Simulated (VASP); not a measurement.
A run of VASP 6.6.1 is set up as follows.

File INCAR:

```
ALGO = Normal ; EDIFF = 1E-7
ENCUT = 520 ; GGA = PS
ISIF = 2 ; ISMEAR = -1
LASPH = T ; LCHARG = F
LREAL = F ; LWAVE = F
NBANDS = 33 ; NELM = 80
PREC = Accurate ; SIGMA = 0.05
```

The input KPOINTS:

```
k-points
0
Gamma
  6 6 9
```

POSCAR

```
CrO2
1.0
    4.4210000000      0.0000000000      0.0000000000
    0.0000000000      4.4210000000      0.0000000000
    0.0000000000      0.0000000000      2.9170000000
Cr O
2 4
Direct
    0.5000000000      0.5000000000      0.5000000000
    0.0000000000      0.0000000000      0.0000000000
    0.8010000000      0.1990000000      0.5000000000
    0.6990000000      0.6990000000      0.0000000000
    0.1990000000      0.8010000000      0.5000000000
    0.3010000000      0.3010000000      0.0000000000
```

Potentials or basis: VASP PAW PBE potentials, release 64 (Cr_pv, O).

The run is started by

```console
$ cat potpaw_PBE.64/Cr_pv/POTCAR potpaw_PBE.64/O/POTCAR > POTCAR
$ mpirun -np 1 vasp_std > vasp.out
```

Q: Estimate the band gap on the k mesh.

A: Zero (band 24 reaches 6.05 eV, above the bottom of band 25 at 5.38 eV).

Q: Estimate the pressure.

A: -13.2 GPa.

Q: Predict the largest force.

A: 0.217 eV/Å.

Forces in eV/Å, atoms in the order of the input:
```
Cr   0.000  0.000  0.000
Cr   0.000  0.000  0.000
O   -0.153  0.153  0.000
O    0.153  0.153  0.000
O    0.153 -0.153  0.000
O   -0.153 -0.153  0.000
```

Caveat: the PAW data sets were made with another functional, which shifts forces and pressure a little; the run has no spin polarisation, though such a crystal can be magnetic; semilocal functionals often make such compounds metallic where correlation or magnetic order opens a gap, which also shifts bond lengths. Spin polarisation is off, so any magnetic state and its effect on volume and gap are missing.
